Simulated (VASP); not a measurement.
# Al3GaN4 (P-43m) in VASP: a series of runs, part 2 of 2

VASP 6.6.1.

### 3 Single point, PBEsol

File INCAR:

```
SYSTEM = Al3GaN4
  ALGO = Normal
  EDIFF = 1E-6
  ENCUT = 520
  GGA = PS
  ISIF = 2
  ISMEAR = 0
  LASPH = .TRUE.
  LCHARG = .FALSE.
  LREAL = .FALSE.
  LWAVE = .FALSE.
  NBANDS = 31
  NELM = 100
  PREC = Accurate
  SIGMA = 0.02
```

File KPOINTS:

```
k-points
0
G
  6 6 6
  0 0 0
```

File POSCAR:

```
Al3GaN4
1.0
    4.5392046910      0.0000000000      0.0000000000
    0.0000000000      4.5392046910      0.0000000000
    0.0000000000      0.0000000000      4.5392046910
Al Ga N
3 1 4
Direct
    0.5000000000      0.5000000000      0.0000000000
    0.5000000000      0.0000000000      0.5000000000
    0.0000000000      0.5000000000      0.5000000000
    0.0000000000      0.0000000000      0.0000000000
    0.7447077177      0.7447077177      0.2552922823
    0.7447077177      0.2552922823      0.7447077177
    0.2552922823      0.7447077177      0.7447077177
    0.2552922823      0.2552922823      0.2552922823
```

Potentials or basis: VASP PAW PBE potentials, release 64 (Al, Ga_d, N).

Started as:

```sh
cat potpaw_PBE.64/Al/POTCAR potpaw_PBE.64/Ga_d/POTCAR potpaw_PBE.64/N/POTCAR > POTCAR
mpirun -np 1 vasp_std > vasp.out
```

OUTCAR:

```text
SYSTEM = Al3GaN4
   EDIFF = 1E-6
   ENCUT = 520
   GGA = PS
   ISIF = 2
   ISMEAR = 0
   LASPH = .TRUE.
   LREAL = .FALSE.
   NELM = 100
   PREC = Accurate

 ion  position               nearest neighbor table
   1  0.500  0.500  0.000-   5 1.95   6 1.95   7 1.95   8 1.95   2 3.21   3 3.21   2 3.21   3 3.21
                             2 3.21   2 3.21   3 3.21   3 3.21
   2  0.500  0.000  0.500-   5 1.95   6 1.95   7 1.95   8 1.95   1 3.21   3 3.21   1 3.21   1 3.21
                             3 3.21   1 3.21   3 3.21   3 3.21
   3  0.000  0.500  0.500-   5 1.95   6 1.95   7 1.95   8 1.95   1 3.21   2 3.21   1 3.21   2 3.21
                             1 3.21   2 3.21   1 3.21   2 3.21
   4  0.000  0.000  0.000-   5 2.01   6 2.01   7 2.01   8 2.01
   5  0.745  0.745  0.255-   1 1.95   2 1.95   3 1.95   4 2.01
   6  0.745  0.255  0.745-   1 1.95   2 1.95   3 1.95   4 2.01
   7  0.255  0.745  0.745-   1 1.95   2 1.95   3 1.95   4 2.01
   8  0.255  0.255  0.255-   1 1.95   2 1.95   3 1.95   4 2.01

  LATTYP: Found a simple cubic cell.
 ALAT       =     4.5392046910

  Lattice vectors:

 A1 = (   4.5392046910,   0.0000000000,   0.0000000000)
 A2 = (   0.0000000000,   4.5392046910,   0.0000000000)
 A3 = (   0.0000000000,   0.0000000000,   4.5392046910)

Analysis of symmetry for initial positions (statically):
=====================================================================
 Subroutine PRICEL returns:
 Original cell was already a primitive cell.

 Routine SETGRP: Setting up the symmetry group for a
 simple cubic supercell.

 Subroutine GETGRP returns: Found 24 space group operations
 (whereof 24 operations were pure point group operations)
 out of a pool of 48 trial point group operations.

The static configuration has the point symmetry T_d .

Analysis of symmetry for dynamics (positions and initial velocities):
[... 141 lines left out ...]
  Thomas-Fermi vector in A             =   2.387498
   LORBIT       =      0    0 simple, 1 ext, 2 COOP (PROOUT), +10 PAW based schemes
   GGA     = PS    functional components
   LHFCALC =     F    Hartree Fock is set to
   AEXX    =    0.0000 exact exchange contribution
   IVDW    =     0    specifies the selected vdW correction
   LEPSILON=     F    determine dielectric tensor
   LRPA    =     F    only Hartree local field effects (RPA)
 non-spin polarized calculation
 Gauss-broadening in eV      SIGMA  =   0.02
  energy-cutoff  :      520.00
  volume of cell :       93.53
 maximum number of plane-waves:      2546
 NGX is ok and might be reduce to    36
   NGX = 17   NGY = 17   NGZ = 17

 number of electron      42.0000010 magnetization

 Free energy of the ion-electron system (eV)
  ---------------------------------------------------
  ext. energy  EPLUGINS =         0.00000000
  ---------------------------------------------------
  free energy    TOTEN  =       -59.56143049 eV

  energy without entropy =      -59.56143049  energy(sigma->0) =      -59.56143049

 E-fermi :   4.9148     XC(G=0): -10.9238

 val. band max:        4.7943851297   @ k =   0.0000   0.0000   0.0000
 cond. band min:       7.5310099228   @ k =   0.0000   0.0000   0.0000
 fundamental gap:      2.7366247931
 Fermi energy:         4.9148491809

 k-point     1 :       0.0000    0.0000    0.0000
  band No.  band energies     occupation
      1      -9.8136      2.00000
      2      -8.4821      2.00000
      3      -8.4821      2.00000
      4      -8.4821      2.00000
      5      -7.9079      2.00000
      6      -7.9079      2.00000
[... 669 lines left out ...]
     30      14.9338      0.00000
     31      14.9410      0.00000

------------------------ aborting loop because EDIFF is reached ----------------------------------------

  FORCE on cell =-STRESS in cart. coord.  units (eV):
  Direction    XX          YY          ZZ          XY          YZ          ZX
  --------------------------------------------------------------------------------------
  -------------------------------------------------------------------------------------
  Total       -8.6148507     -8.6148507     -8.6148507      0.0000000     -0.0000000      0.0000000
  in kB     -147.5771223   -147.5771223   -147.5771223      0.0000000     -0.0000000      0.0000000
  external PRESSURE =    -147.5771223 kB  Pullay stress =       0.0000000 kB

 VOLUME and BASIS-vectors are now :
 -----------------------------------------------------------------------------
  energy-cutoff  :      520.00
  volume of cell :       93.53
      direct lattice vectors                 reciprocal lattice vectors
     4.539204691  0.000000000  0.000000000     0.220302909  0.000000000  0.000000000
     0.000000000  4.539204691  0.000000000     0.000000000  0.220302909  0.000000000
     0.000000000  0.000000000  4.539204691     0.000000000  0.000000000  0.220302909

 POSITION                                       TOTAL-FORCE (eV/Angst)
 -----------------------------------------------------------------------------------
      2.26960      2.26960      0.00000        -0.000000      0.000000      0.000000
      2.26960      0.00000      2.26960        -0.000000      0.000000      0.000000
      0.00000      2.26960      2.26960        -0.000000      0.000000      0.000000
      0.00000      0.00000      0.00000        -0.000000      0.000000      0.000000
      3.38038      3.38038      1.15882         0.000169      0.000169     -0.000169
      3.38038      1.15882      3.38038         0.000169     -0.000169      0.000169
      1.15882      3.38038      3.38038        -0.000169      0.000169      0.000169
      1.15882      1.15882      1.15882        -0.000169     -0.000169     -0.000169
 -----------------------------------------------------------------------------------
    total drift:                                0.000000      0.000000      0.000000

  FREE ENERGIE OF THE ION-ELECTRON SYSTEM (eV)
  ---------------------------------------------------
  free  energy   TOTEN  =       -59.5614304906 eV

  energy  without entropy=      -59.5614304906  energy(sigma->0) =      -59.56143049
```

stdout:

```text
POSCAR found type information on POSCAR AlGaN
 POSCAR found :  3 types and       8 ions
 scaLAPACK will be used
 -----------------------------------------------------------------------------
|                                                                             |
|                                                                             |
|     You enforced a specific xc type in the INCAR file but a different       |
|     I HOPE YOU KNOW WHAT YOU ARE DOING!                                     |
|                                                                             |
 -----------------------------------------------------------------------------

 LDA part: xc-table for (Slater+PW92), standard interpolation
 POSCAR, INCAR and KPOINTS ok, starting setup
 FFT: planning ... GRIDC
 FFT: planning ... GRID_SOFT
 FFT: planning ... GRID
 WAVECAR not read
 entering main loop
```

Run time: 48 s. Hardware: 1 thread of Intel Xeon Platinum 8488C (Sapphire Rapids), shared host; peak memory 0.22 GiB.

What came out:

| Quantity | Value |
| --- | --- |
| Free energy | -59.5614 eV |
| Pressure | -14.8 GPa |
| Band gap on the k mesh | 2.74 eV, direct |

Levels at points of the mesh, in eV from the valence-band top:
```csv
k point,band 18,band 19,band 20,band 21,band 22,band 23,band 24,band 25
"(0.00, 0.00, 0.00)",-1.85,0.00,0.00,0.00,2.74,3.25,3.25,3.25
"(0.50, 0.00, 0.00)",-1.12,-1.12,-0.89,-0.89,5.10,5.13,5.84,5.84
"(0.50, 0.50, 0.00)",-0.78,-0.54,-0.51,-0.51,6.49,7.10,7.10,7.39
"(0.50, 0.50, 0.50)",-0.58,-0.38,-0.38,-0.38,4.72,6.19,6.19,6.19
```

Caveat: the PAW data sets were made with another functional, which shifts forces and pressure a little.

### 4 Relaxation of the atoms, PBEsol (equal strain along all axes, cell held: -3.0 %)

File INCAR:

```
PREC = Accurate
ENCUT = 520
EDIFF = 1E-6
ISMEAR = 0
SIGMA = 0.02
LREAL = False
LASPH = True
NELM = 60
ALGO = Normal
ISIF = 2
LWAVE = False
LCHARG = False
GGA = PS
IBRION = 2
NSW = 60
EDIFFG = -0.008
```

File KPOINTS:

```
regular mesh
0
Gamma
  6 6 6
```

POSCAR, as its differences from that of step 3:

```diff
@@ -2,5 +2,5 @@
 1.0
-    4.5392046910      0.0000000000      0.0000000000
-    0.0000000000      4.5392046910      0.0000000000
-    0.0000000000      0.0000000000      4.5392046910
+    4.2747850003      0.0000000000      0.0000000000
+    0.0000000000      4.2747850003      0.0000000000
+    0.0000000000      0.0000000000      4.2747850003
 Al Ga N
```

Started as:

```sh
cat potpaw_PBE.64/Al/POTCAR potpaw_PBE.64/Ga_d/POTCAR potpaw_PBE.64/N/POTCAR > POTCAR
mpirun -np 1 vasp_std > vasp.out
```

Wall time 39 s (1 thread of Intel Xeon Platinum 8488C (Sapphire Rapids), shared host); peak memory 0.2 GiB.

It converged, with:

```yaml
Free_energy: -59.4778 eV
Energy_gained_by_relaxing: 0.0 meV/atom
Ionic_steps: 2
Pressure_after_relaxing: 21.7 GPa
Largest_force_after_relaxing: 0.006 eV/Å
Band_gap_on_the_k_mesh: 3.37 eV, indirect (least direct gap 3.38 eV)
```

Forces on the atoms (eV/Å):
```
Al   0.000  0.000  0.000
Al   0.000  0.000  0.000
Al   0.000  0.000  0.000
Ga   0.000  0.000  0.000
N    0.003  0.003 -0.003
N    0.003 -0.003  0.003
N   -0.003  0.003  0.003
N   -0.003 -0.003 -0.003
```

Final structure:
```
Al Ga N
1.0
     4.27478    0.00000    0.00000
     0.00000    4.27478    0.00000
     0.00000    0.00000    4.27478
Al Ga N
3 1 4
Direct
  0.50000 0.50000 0.00000
  0.50000 0.00000 0.50000
  0.00000 0.50000 0.50000
  0.00000 0.00000 0.00000
  0.74463 0.74463 0.25537
  0.74463 0.25537 0.74463
  0.25537 0.74463 0.74463
  0.25537 0.25537 0.25537
```

Levels at points of the mesh, in eV from the valence-band top:
```csv
k point,band 18,band 19,band 20,band 21,band 22,band 23,band 24,band 25
"(0.00, 0.00, 0.00)",-2.13,-0.01,-0.01,-0.01,3.37,3.37,3.37,4.19
"(0.50, 0.00, 0.00)",-1.33,-1.33,-0.99,-0.99,5.95,6.03,6.27,6.27
"(0.50, 0.50, 0.00)",-0.90,-0.56,-0.56,-0.56,7.82,7.82,7.96,8.07
"(0.50, 0.50, 0.50)",-0.61,-0.38,-0.38,-0.38,6.26,7.68,7.68,7.68
```

Caveat: the cell differs from its parent crystal (equal strain along all axes, cell held: -3.0 %); the PAW data sets were made with another functional, which shifts forces and pressure a little.
